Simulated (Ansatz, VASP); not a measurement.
## One calculation of InCuC4N4, two programs

File INCAR:

```
PREC = Accurate
ENCUT = 520
EDIFF = 1E-6
ISMEAR = 0
SIGMA = 0.1
LREAL = F
LASPH = T
NELM = 150
ALGO = Normal
ISIF = 2
LWAVE = F
LCHARG = T
ISPIN = 2
MAGMOM = 0 1 0 0 0 0 0 0 0 0
LORBIT = 11
LMAXMIX = 4
GGA = PE
LELF = T
LVHAR = T
NBANDS = 45
```

Contents of KPOINTS:

```
Automatic mesh
0
Gamma
  4 4 4
```

Contents of POSCAR:

```
InCuC4N4
1.0
    5.9796167400      0.0000000000      0.0000000000
    0.0000000000      5.9796167400      0.0000000000
    0.0000000000      0.0000000000      5.9796167400
In Cu C N
1 1 4 4
Direct
    0.0000000000      0.0000000000      0.0000000000
    0.5000000000      0.5000000000      0.5000000000
    0.1932026600      0.1932026600      0.1932026600
    0.1932026600      0.8067973400      0.8067973400
    0.8067973400      0.1932026600      0.8067973400
    0.8067973400      0.8067973400      0.1932026600
    0.3061697400      0.3061697400      0.3061697400
    0.3061697400      0.6938302600      0.6938302600
    0.6938302600      0.3061697400      0.6938302600
    0.6938302600      0.6938302600      0.3061697400
```

Input for Ansatz:

```yaml
crystal:
  lattice:
    - [5.97961674, 0.0, 0.0]
    - [0.0, 5.97961674, 0.0]
    - [0.0, 0.0, 5.97961674]
  atoms:
    - { symbol: In, position: [0.0, 0.0, 0.0] }
    - { symbol: Cu, position: [0.5, 0.5, 0.5], spin: 1.0 }
    - { symbol: C, position: [0.19320266, 0.19320266, 0.19320266] }
    - { symbol: C, position: [0.19320266, 0.80679734, 0.80679734] }
    - { symbol: C, position: [0.80679734, 0.19320266, 0.80679734] }
    - { symbol: C, position: [0.80679734, 0.80679734, 0.19320266] }
    - { symbol: "N", position: [0.30616974, 0.30616974, 0.30616974] }
    - { symbol: "N", position: [0.30616974, 0.69383026, 0.69383026] }
    - { symbol: "N", position: [0.69383026, 0.30616974, 0.69383026] }
    - { symbol: "N", position: [0.69383026, 0.69383026, 0.30616974] }
basis:
  ecutwfc: 420
kpoints:
  mp_grid: { grid: [4, 4, 4] }
hamiltonian:
  xc: pbe
scf:
  occupations: { method: gaussian, width: 0.1 }
  lower_state_search: "off"
output:
  forces: true
  stress: true
  eigenvalues: true
  populations: true
magnetization:
  spin_polarized: true
```

Alike in both runs: task single point; functional PBE; k mesh 4 × 4 × 4; occupations gaussian, width 0.1 eV; collinear spin.

|  | VASP | Ansatz |
| --- | --- | --- |
| version | VASP 6.6.1 | Ansatz 0.2.0 |
| potentials or method | VASP PAW PBE potentials, release 64 (In_d, Cu, C, N), cutoff 520 eV | scalar-relativistic, plane waves, PAW |
| valence electrons in the cell | 60 | 68 |

```csv
,VASP,Ansatz,Ansatz less VASP
gap on the k mesh at the Fermi level (eV),3.15,3.15,-0.008
least direct gap on the mesh (eV),3.21,3.20,-0.008
pressure (GPa),4.0,3.7,-0.29
rms of the force components (eV/Å),1.145,1.301,+0.1561
net moment per atom (μB),0.00,0.00,0.000
```

Atom by atom the forces differ by 0.196 eV/Å (rms over components). The functional is the same, so the differences come from potentials, cutoffs and numerics. VASP's potentials hold 60 valence electrons a cell and Ansatz's 68, so a difference there can come from the potentials and not from the codes. Ansatz's warnings: seeded moment not kept.

Noted on VASP's run: the standard files for N, O and F lose accuracy on very short bonds.
